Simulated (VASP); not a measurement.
# GaAs in VASP: further runs

GaAs is run at these levels: PBE; tasks: single point.

Everything below comes from runs of VASP 6.6.1. Logs are shortened: lines on timing, memory, paths and dates and some standing lists are left out, and cuts for length are marked.

## 1. The cell of the first run

The cell holds a sheet with vacuum, 4 atoms: a = 3.826 Å, b = 3.826 Å, c = 19.000 Å, α = 90.00°, β = 90.00°, γ = 120.00°.

## 2. Single point, PBE

Input file INCAR:

```
  PREC = Accurate
  ENCUT = 520
  EDIFF = 1E-6
  ISMEAR = 0
  SIGMA = 0.1
  LREAL = F
  LASPH = T
  NELM = 60
  ALGO = Normal
  ISIF = 2
  LWAVE = F
  LCHARG = F
  LDIPOL = T
  IDIPOL = 3
  DIPOL = 0.5 0.5 0.500
  GGA = PE
  NBANDS = 26
```

Input file KPOINTS:

```
regular mesh
0
Gamma
  6 6 1
```

Input file POSCAR:

```
GaAs
1.0
    3.8259004800      0.0000000000      0.0000000000
   -1.9129497100      3.3133263900      0.0000000000
    0.0000000000      0.0000000000     19.0000000000
Ga As
2 2
Direct
    0.0000000000      0.0000000000      0.4319327700
    0.0000000000      0.0000000000      0.5680672300
    0.3333333300      0.6666666700      0.3723924900
    0.6666666700      0.3333333300      0.6276075100
```

Potentials or basis: VASP PAW PBE potentials, release 64 (Ga_d, As).

On the command line:

```
cat potpaw_PBE.64/Ga_d/POTCAR potpaw_PBE.64/As/POTCAR > POTCAR
mpirun -np 1 vasp_std > vasp.out
```

OUTCAR:

```text
PREC = Accurate
   ENCUT = 520
   EDIFF = 1E-6
   ISMEAR = 0
   LREAL = F
   LASPH = T
   NELM = 60
   ISIF = 2
   GGA = PE

 ion  position               nearest neighbor table
   1  0.000  0.000  0.432-   3 2.48   3 2.48   3 2.48   2 2.59
   2  0.000  0.000  0.568-   4 2.48   4 2.48   4 2.48   1 2.59
   3  0.333  0.667  0.372-   1 2.48   1 2.48   1 2.48
   4  0.667  0.333  0.628-   2 2.48   2 2.48   2 2.48

  LATTYP: Found a hexagonal cell.
 ALAT       =     3.8259004800
 C/A-ratio  =     4.9661511321

  Lattice vectors:

 A1 = (   3.8259004800,   0.0000000000,   0.0000000000)
 A2 = (  -1.9129497100,   3.3133263900,   0.0000000000)
 A3 = (   0.0000000000,   0.0000000000,  19.0000000000)

Analysis of symmetry for initial positions (statically):
=====================================================================
 Subroutine PRICEL returns:
 Original cell was already a primitive cell.

 Routine SETGRP: Setting up the symmetry group for a
 hexagonal supercell.

 Subroutine GETGRP returns: Found 12 space group operations
 (whereof 12 operations were pure point group operations)
 out of a pool of 24 trial point group operations.

The static configuration has the point symmetry D_3d.

Analysis of symmetry for dynamics (positions and initial velocities):
=====================================================================
 Subroutine PRICEL returns:
 Original cell was already a primitive cell.

 Routine SETGRP: Setting up the symmetry group for a
 hexagonal supercell.

 Subroutine GETGRP returns: Found 12 space group operations
 (whereof 12 operations were pure point group operations)
 out of a pool of 24 trial point group operations.

The dynamic configuration has the point symmetry D_3d.

 Subroutine INISYM returns: Found 12 space group operations
 (whereof 12 operations are pure point group operations),
 and found     1 'primitive' translations

----------------------------------------------------------------------------------------

                                     Primitive cell

  volume of cell :     240.8527

  direct lattice vectors                    reciprocal lattice vectors
     3.825900480  0.000000000  0.000000000     0.261376375  0.150905707  0.000000000
    -1.912949710  3.313326390  0.000000000     0.000000000  0.301811498  0.000000000
     0.000000000  0.000000000 19.000000000     0.000000000  0.000000000  0.052631579

  length of vectors
     3.825900480  3.825899680 19.000000000     0.301811435  0.301811498  0.052631579

[... 74 lines left out ...]
   POTIM  = 0.5000    time-step for ionic-motion
   TEBEG  =    0.0;   TEEND  =   0.0 temperature during run
   PSTRESS=    0.0 pullay stress
   NELECT =      36.0000    total number of electrons
   NUPDOWN=      -1.0000    fix difference up-down
   EMIN   =  10.00;   EMAX   =-10.00  energy-range for DOS
   EFERMI =   0.00;   METHOD = LEGACY
   ISMEAR =     0;   SIGMA  =   0.10  broadening in eV -4-tet -1-fermi 0-gaus
   EFERMI_NEDOS =   21; number of points for ismear=-14 and -15
   IALGO  =     38    algorithm
   IMIX   =      4    mixing-type and parameters
     AMIX     =   0.40;   BMIX     =  1.00
     AMIX_MAG =   1.60;   BMIX_MAG =  1.00
  volume/ion in A,a.u.               =      60.21       406.34
  Fermi-wavevector in a.u.,A,eV,Ry     =   0.868811  1.641814 10.270114  0.754832
  Thomas-Fermi vector in A             =   1.987543
   LORBIT       =      0    0 simple, 1 ext, 2 COOP (PROOUT), +10 PAW based schemes
   GGA     = PE    functional components
   LHFCALC =     F    Hartree Fock is set to
   AEXX    =    0.0000 exact exchange contribution
   IVDW    =     0    specifies the selected vdW correction
   LEPSILON=     F    determine dielectric tensor
   LRPA    =     F    only Hartree local field effects (RPA)
 non-spin polarized calculation
 Gauss-broadening in eV      SIGMA  =   0.10
  energy-cutoff  :      520.00
  volume of cell :      240.85
 maximum number of plane-waves:      6543
   NGX = 15   NGY = 15   NGZ = 71

 dipolmoment           0.000000      0.000000     -0.000000 electrons x Angstroem

 number of electron      36.0000016 magnetization

 dipolmoment           0.000000      0.000000      0.000000 electrons x Angstroem

 Free energy of the ion-electron system (eV)
  ---------------------------------------------------
  ext. energy  EPLUGINS =         0.00000000
  ---------------------------------------------------
  free energy    TOTEN  =       -14.67817308 eV

  energy without entropy =      -14.65846791  energy(sigma->0) =      -14.66832050

 E-fermi :  -2.0126     XC(G=0):  -4.3828

 val. band max:       -2.0843003957   @ k =   0.5000   0.0000   0.0000
 cond. band min:      -1.9507059280   @ k =   0.1667   0.0000   0.0000
 fundamental gap:      0.1335944677
 Fermi energy:        -2.0126323763

 k-point     1 :       0.0000    0.0000    0.0000
  band No.  band energies     occupation
      1     -16.4758      2.00000
      2     -16.3653      2.00000
      3     -16.3653      2.00000
      4     -16.3205      2.00000
      5     -16.3205      2.00000
      6     -16.2809      2.00000
[... 192 lines left out ...]
     25       5.2571      0.00000
     26       6.2675      0.00000

------------------------ aborting loop because EDIFF is reached ----------------------------------------

 vacuum level on the upper side and lower side of the slab       (xc-potential included)        -0.119        -0.119

  FORCE on cell =-STRESS in cart. coord.  units (eV):
  Direction    XX          YY          ZZ          XY          YZ          ZX
  --------------------------------------------------------------------------------------
  -------------------------------------------------------------------------------------
  Total        0.2164541      0.2164541     -0.8889705      0.0000000      0.0000000     -0.0000000
  in kB        1.4398757      1.4398752     -5.9135249      0.0000002      0.0000000     -0.0000000
  external PRESSURE =      -1.0112580 kB  Pullay stress =       0.0000000 kB

 VOLUME and BASIS-vectors are now :
 -----------------------------------------------------------------------------
  energy-cutoff  :      520.00
  volume of cell :      240.85
      direct lattice vectors                 reciprocal lattice vectors
     3.825900480  0.000000000  0.000000000     0.261376375  0.150905707  0.000000000
    -1.912949710  3.313326390  0.000000000     0.000000000  0.301811498  0.000000000
     0.000000000  0.000000000 19.000000000     0.000000000  0.000000000  0.052631579

 POSITION                                       TOTAL-FORCE (eV/Angst)
 -----------------------------------------------------------------------------------
      0.00000      0.00000      8.20672         0.000000      0.000000     -0.241974
      0.00000      0.00000     10.79328        -0.000000      0.000000      0.241974
      0.00000      2.20888      7.07546         0.000000     -0.000000      0.311390
      1.91295      1.10444     11.92454        -0.000000      0.000000     -0.311390
 -----------------------------------------------------------------------------------
    total drift:                               -0.000000     -0.000000      0.000000

  FREE ENERGIE OF THE ION-ELECTRON SYSTEM (eV)
  ---------------------------------------------------
  free  energy   TOTEN  =       -14.6781730842 eV

  energy  without entropy=      -14.6584679139  energy(sigma->0) =      -14.66832050

 vacuum level on the upper side and lower side of the slab         3.202         3.202
```

OSZICAR:

```text
N       E                     dE             d eps       ncg     rms          rms(c)
DAV:   1     0.223052976460E+03    0.22305E+03   -0.16225E+04   388   0.136E+03
DAV:   2     0.922646264703E+01   -0.21383E+03   -0.20739E+03   438   0.308E+02
DAV:   3    -0.138836458765E+02   -0.23110E+02   -0.22809E+02   478   0.105E+02
[... 12 lines left out ...]
DAV:  16    -0.146781452679E+02   -0.10836E-03   -0.96523E-06   394   0.252E-02    0.186E-03
DAV:  17    -0.146781578731E+02   -0.12605E-04   -0.96167E-07   380   0.101E-02    0.614E-04
DAV:  18    -0.146781692668E+02   -0.11394E-04   -0.88592E-07   312   0.550E-03    0.334E-04
DAV:  19    -0.146781727254E+02   -0.34587E-05   -0.21718E-07   306   0.251E-03    0.114E-04
DAV:  20    -0.146781730842E+02   -0.35880E-06   -0.30867E-08   302   0.662E-04
   1 F= -.14678173E+02 E0= -.14668320E+02  d E =-.197052E-01
```

It took 48 s on 1 thread of Intel Xeon Platinum 8559C (Emerald Rapids), shared host; peak memory 0.33 GiB.

Results:

* Free energy: -14.6782 eV
* Largest force: 0.311 eV/Å
* Band gap on the k mesh: zero (band 18 reaches -1.25 eV, above the bottom of band 19 at -2.78 eV)

Forces on the atoms (eV/Å):
```
Ga   0.000  0.000 -0.242
Ga   0.000  0.000  0.242
As   0.000  0.000  0.311
As   0.000  0.000 -0.311
```

Levels at points of the mesh, in eV from the Fermi level:
```csv
k point,band 14,band 15,band 16,band 17,band 18,band 19,band 20,band 21,band 22,band 23
"(0.00, 0.00, 0.00)",-2.62,0.61,0.61,0.73,0.76,0.76,2.72,3.42,4.93,4.93
"(0.50, 0.00, 0.00)",-5.41,-2.04,-1.56,-1.01,-0.69,-0.07,2.50,3.18,3.28,5.82
```

## 3. Single point, PBE

Input file INCAR:

```
SYSTEM = GaAs
  PREC = Accurate
  ENCUT = 520
  EDIFF = 1E-7
  ISMEAR = 0
  SIGMA = 0.1
  LREAL = .False.
  LASPH = .True.
  NELM = 80
  ALGO = Normal
  ISIF = 2
  LWAVE = .False.
  LCHARG = .False.
  LDIPOL = .True.
  IDIPOL = 3
  DIPOL = 0.5 0.5 0.500
  GGA = PE
  NBANDS = 26
```

Input file KPOINTS:

```
regular mesh
0
Gamma
  6 6 1
  0 0 0
```

POSCAR is that of step 2.

Potentials or basis: VASP PAW PBE potentials, release 64 (Ga_d, As).

On the command line:

```
cat potpaw_PBE.64/Ga_d/POTCAR potpaw_PBE.64/As/POTCAR > POTCAR
mpirun -np 1 vasp_std > vasp.out
```

It took 51 s on 1 thread of Intel Xeon Platinum 8559C (Emerald Rapids), shared host; peak memory 0.32 GiB.

It converged, with:

```
Free energy            : -14.6782 eV
Largest force          : 0.311 eV/Å
Band gap on the k mesh : zero (band 18 reaches -1.25 eV, above the bottom of band 19 at -2.78 eV)
```

Forces on the atoms (eV/Å):
```
Ga   0.000  0.000 -0.242
Ga   0.000  0.000  0.242
As   0.000  0.000  0.311
As   0.000  0.000 -0.311
```

Levels at points of the mesh, in eV from the Fermi level:
```tsv
k point	band 16	band 17	band 18	band 19	band 20	band 21
(0.00, 0.00, 0.00)	0.61	0.73	0.76	0.76	2.72	3.42
(0.50, 0.00, 0.00)	-1.56	-1.01	-0.69	-0.07	2.50	3.18
```

## 4. Single point, PBE

This run uses another cell than the first one, of 116.79 Å³/atom, 1.940 times its volume.

Input file INCAR:

```
PREC     = Accurate       # precision mode
ENCUT    = 520            # plane-wave cutoff, eV
EDIFF    = 1E-6           # SCF threshold, eV
ISMEAR   = 0              # smearing method
SIGMA    = 0.1            # smearing width, eV
LREAL    = F              # projectors in reciprocal space
LASPH    = T              # aspherical terms in the spheres
NELM     = 60             # most SCF steps
ALGO     = Normal         # electronic algorithm
ISIF     = 2              # what is computed and relaxed
LWAVE    = F              # write WAVECAR
LCHARG   = F              # write CHGCAR
LDIPOL   = T            
IDIPOL   = 3            
DIPOL    = 0.5 0.5 0.284
GGA      = PE             # functional
NBANDS   = 26             # bands
```

Input file KPOINTS:

```
Automatic mesh
0
Gamma
  6 6 1
```

Input file POSCAR:

```
GaAs
1.0
    4.0128234031     -0.0000003209      0.0000000000
   -2.0064114236      3.4752071684      0.0000000000
    0.0000000000      0.0000000000     33.4981707600
Ga As
2 2
Direct
    0.0000000000      0.0000000000      0.2414747086
    0.0000000000      0.0000000000      0.3257204417
    0.3333333333      0.6666666667      0.2195733887
    0.6666666667      0.3333333333      0.3476217616
```

On the command line:

```
cat potpaw_PBE.64/Ga_d/POTCAR potpaw_PBE.64/As/POTCAR > POTCAR
mpirun -np 1 vasp_std > vasp.out
```

Wall time 1.9 min (1 thread of Intel Xeon Platinum 8559C (Emerald Rapids), shared host); peak memory 0.49 GiB.

Results (log left out):

| Property | Result |
| --- | --- |
| Free energy | -15.0405 eV |
| Largest force | 0.035 eV/Å |
| Band gap on the k mesh | zero (band 18 reaches -3.65 eV, above the bottom of band 19 at -3.93 eV) |

Forces on the atoms (eV/Å):
```
Ga   0.000  0.000  0.035
Ga   0.000  0.000 -0.035
As   0.000  0.000 -0.001
As   0.000  0.000  0.001
```

Levels at points of the mesh, in eV from the Fermi level:
```
           k point  band 14  band 15  band 16  band 17  band 18  band 19  band 20  band 21  band 22  band 23
(0.00, 0.00, 0.00)    -1.58    -0.07    -0.07     0.07     0.07     1.17     1.54     3.10     4.69     4.69
(0.50, 0.00, 0.00)    -5.53    -1.56    -1.24    -1.23    -0.94     0.69     2.57     2.73     3.79     6.67
```
